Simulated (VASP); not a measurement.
A run of VASP 6.6.1 is set up as follows.

The input INCAR:

```
PREC = Accurate
ENCUT = 520
EDIFF = 1E-6
ISMEAR = -1
SIGMA = 0.02
LREAL = Auto
LASPH = T
NELM = 80
ALGO = Normal
ISIF = 2
LWAVE = F
LCHARG = T
GGA = PE
LELF = T
LVHAR = T
NBANDS = 55
```

File KPOINTS:

```
regular mesh
0
Gamma
  1 1 1
```

POSCAR

```
H17ClO8
1.0
    6.6267050000      0.0000000000      0.0000000000
    0.0000000000      6.6267050000      0.0000000000
    0.0000000000      0.0000000000      6.6267050000
O H Cl
8 17 1
Direct
    0.1644406987      0.4189865099      0.1791388028
    0.6411180217      0.1238171912      0.4999317157
    0.3980560475      1.1235749894      1.0549285052
    0.2402702399      0.1298081022      0.7232704640
    0.7330188985      0.9145570838      0.8367808738
    0.5990156496      0.6499761194      0.2610196168
    0.8028726192      0.4341222372      1.0040585781
   -0.0845669152      0.4270297229      0.5672804207
    0.0320672189      0.4678343158      0.1367044406
    0.1485957199      0.4770847654      0.3066380652
    0.6613543232      0.0287624091      0.3925631215
    0.7680438468      0.1854315229      0.5265663705
    0.3850933458      1.2494746635      1.1260649146
    0.3188009727      1.1182329680      0.9054424484
    0.1452607291      0.0930024801      0.6149511711
    0.3632423655      0.1630825576      0.6510022704
    0.7995527189      0.9645517644      0.7234968208
    0.8262477355      0.8120174355      0.9046577447
    0.4641824255      0.7195733023      0.2806372096
    0.6306150643      0.7254736705      0.1332034548
    0.6563141109      0.4802990325      1.0414829089
    0.8129077724      0.3371811481      0.8906085302
   -0.1707334188      0.5108421153      0.4850676166
    0.0058400065      0.5040514102      0.6432155951
    0.3451489088      0.0397331706      0.1682585840
    0.1283895994     -0.1112015700      0.3498873120
```

Potentials or basis: VASP PAW PBE potentials, release 64 (O, H, Cl).

Command:

```console
$ cat potpaw_PBE.64/O/POTCAR potpaw_PBE.64/H/POTCAR potpaw_PBE.64/Cl/POTCAR > POTCAR
$ mpirun -np 1 vasp_gam > vasp.out
```

Task: Estimate the largest force.

Result: 4.114 eV/Å.

Task: Estimate the pressure.

Result: 1.3 GPa.

Stress tensor (GPa, compression positive):
```
-0.37  2.31  0.13
 2.31  1.81  1.10
 0.13  1.10  2.39
```

Caveat: the k points lie up to 0.95 Å⁻¹ apart.
